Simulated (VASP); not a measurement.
Here is a VASP 6.6.1 calculation.

POSCAR

```
Cu
1.0
    2.4306477870      0.0000000000      0.0000000000
    0.0000000000      2.4306477870      0.0000000000
    0.0000000000      0.0000000000      2.4306477870
Cu
1
Direct
    0.0000000000      0.0000000000      0.0000000000
```

INCAR.step1

```
  ALGO = Normal
  EDIFF = 1E-4
  ENCUT = 520
  GGA = PE
  ISMEAR = -1
  LASPH = T
  LCHARG = F
  LREAL = F
  LWAVE = T
  NBANDS = 12
  NELM = 80
  PREC = Accurate
  SIGMA = 0.1
```

Contents of INCAR.step2:

```
  ALGO = Normal
  EDIFF = 1E-6
  ENCUT = 520
  ISIF = 2
  ISMEAR = -1
  ISTART = 1
  LASPH = T
  LCHARG = F
  LMIXTAU = T
  LREAL = F
  LWAVE = F
  METAGGA = R2SCAN
  NBANDS = 12
  NELM = 80
  PREC = Accurate
  SIGMA = 0.1
```

KPOINTS

```
k-points
0
Gamma
  15 15 15
```

Potentials or basis: VASP PAW PBE potentials, release 64 (Cu).

Launch:

```bash
$ cat potpaw_PBE.64/Cu/POTCAR > POTCAR
$ cp INCAR.step1 INCAR
$ mpirun -np 1 vasp_std > vasp.out
$ cp INCAR.step2 INCAR
$ mpirun -np 1 vasp_std > vasp.out
```

(1) What does it give for the pressure?

## Answers

(1) -7.2 GPa.

Caveat: the PAW data sets were made with another functional, which shifts forces and pressure a little.
